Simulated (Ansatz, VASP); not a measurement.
HfO2: VASP beside Ansatz

Contents of INCAR:

```
SYSTEM = HfO2
  PREC = Accurate
  ENCUT = 520
  EDIFF = 1E-7
  ISMEAR = 0
  SIGMA = 0.05
  LREAL = .False.
  LASPH = .True.
  NELM = 80
  ALGO = Normal
  ISIF = 2
  LWAVE = .False.
  LCHARG = .True.
  GGA = PE
  LELF = .True.
  LVHAR = .True.
  NBANDS = 18
```

The input KPOINTS:

```
Automatic mesh
0
Gamma
  8 8 8
  0 0 0
```

The input POSCAR:

```
HfO2
1.0
    0.0000000000      2.5575000000      2.5575000000
    2.5575000000      0.0000000000      2.5575000000
    2.5575000000      2.5575000000      0.0000000000
Hf O
1 2
Direct
   -0.0030352803     -0.0030352803     -0.0030352803
    0.2669310929      0.2669310929      0.2669310929
    0.7669310929      0.7669310929      0.7669310929
```

Input for Ansatz:

```yaml
crystal:
  lattice:
    - [0.0, 2.5575, 2.5575]
    - [2.5575, 0.0, 2.5575]
    - [2.5575, 2.5575, 0.0]
  atoms:
    - { symbol: Hf, position: [-0.0030352803, -0.0030352803, -0.0030352803] }
    - { symbol: O, position: [0.2669310929, 0.2669310929, 0.2669310929] }
    - { symbol: O, position: [0.7669310929, 0.7669310929, 0.7669310929] }
basis:
  ecutwfc: 420
kpoints:
  mp_grid: { grid: [8, 8, 8] }
hamiltonian:
  xc: pbe
scf:
  occupations: { method: gaussian, width: 0.05 }
output:
  forces: true
  stress: true
  eigenvalues: true
```

Change from the starting cell: mode 4 (205.5 1/cm) frozen in, largest displacement +0.150 Å.

Alike in both runs: task single point; functional PBE; k mesh 8 × 8 × 8; occupations gaussian, width 0.05 eV; no spin polarisation.

|  | VASP | Ansatz |
| --- | --- | --- |
| version | VASP 6.6.1 | Ansatz 0.2.0 |
| potentials or method | VASP PAW PBE potentials, release 64 (Hf_pv, O), cutoff 520 eV | scalar-relativistic, plane waves, PAW |
| valence electrons in the cell | 22 | 38 |

|  | VASP | Ansatz | Ansatz less VASP |
| --- | --- | --- | --- |
| gap on the k mesh at the Fermi level (eV) | 3.81 | 3.82 | +0.006 |
| least direct gap on the mesh (eV) | 3.81 | 3.82 | +0.006 |
| pressure (GPa) | -2.7 | 0.7 | +3.43 |
| traceless stress, the component that is largest in VASP (GPa) | 1.84 | 1.85 | +0.009 |
| rms of the force components (eV/Å) | 0.435 | 0.454 | +0.0194 |

Atom by atom the forces differ by 0.020 eV/Å (rms over components). VASP's potentials hold 22 valence electrons a cell and Ansatz's 38, so a difference there can come from the potentials and not from the codes.

Neither program's run includes spin-orbit coupling.
